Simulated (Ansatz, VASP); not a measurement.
# One calculation of MgCdSe2, two programs

INCAR

```
  ALGO = Normal
  EDIFF = 1E-7
  EDIFFG = -0.04
  ENCUT = 600
  GGA = PE
  IBRION = 2
  ISIF = 3
  ISMEAR = 0
  LASPH = True
  LCHARG = False
  LREAL = False
  LWAVE = False
  NELM = 60
  NSW = 90
  PREC = Accurate
  SIGMA = 0.1
```

KPOINTS

```
k-points
0
Gamma
  6 6 4
```

File POSCAR:

```
MgCdSe2
1.0
    3.7669475800      0.0000000000      0.0000000000
   -1.8834737900      3.2622723000      0.0000000000
    0.0000000000      0.0000000000      7.0983787000
Mg Cd Se
1 1 2
Direct
    0.0000000000      0.0000000000      0.5000000000
    0.0000000000      0.0000000000      0.0000000000
    0.6666666700      0.3333333300      0.7979580200
    0.3333333300      0.6666666700      0.2020419800
```

Input for Ansatz:

```yaml
crystal:
  lattice:
    - [3.76694758, 0.0, 0.0]
    - [-1.88347379, 3.2622723, 0.0]
    - [0.0, 0.0, 7.0983787]
  atoms:
    - { symbol: Mg, position: [0.0, 0.0, 0.5] }
    - { symbol: Cd, position: [0.0, 0.0, 0.0] }
    - { symbol: Se, position: [0.66666667, 0.33333333, 0.79795802] }
    - { symbol: Se, position: [0.33333333, 0.66666667, 0.20204198] }
basis:
  ecutwfc: 420
kpoints:
  mp_grid: { grid: [6, 6, 4] }
hamiltonian:
  xc: pbe
scf:
  occupations: { method: gaussian, width: 0.1 }
  lower_state_search: "off"
output:
  forces: true
  stress: true
  eigenvalues: true
relax:
  adjacent_minimum: "off"
  f_tol: 0.04
  max_steps: 70
  cell: { stress_tol: 0.4 }
```

Change from the starting cell: species swapped into the NaVS2 type (P-3m1, No. 164).

Alike in both runs: task relaxation of cell and atoms; functional PBE; k mesh 6 × 6 × 4; occupations gaussian, width 0.1 eV; no spin polarisation.

|  | VASP | Ansatz |
| --- | --- | --- |
| version | VASP 6.6.1 | Ansatz 0.2.0 |
| potentials or method | VASP PAW PBE potentials, release 64 (Mg, Cd, Se), cutoff 600 eV | scalar-relativistic, plane waves, PAW |
| valence electrons in the cell | 26 | 62 |

|  | VASP | Ansatz | Ansatz less VASP |
| --- | --- | --- | --- |
| gap on the k mesh at the Fermi level, each at its own relaxed structure (eV) | 0.94 | 0.97 | +0.029 |
| relaxed volume (Å³/atom) | 22.44 | 22.36 | -0.089 |
| relaxed cell length with the largest relative difference (Å) | 6.565 | 6.553 | -0.0117 |

VASP's potentials hold 26 valence electrons a cell and Ansatz's 62, so a difference there can come from the potentials and not from the codes.
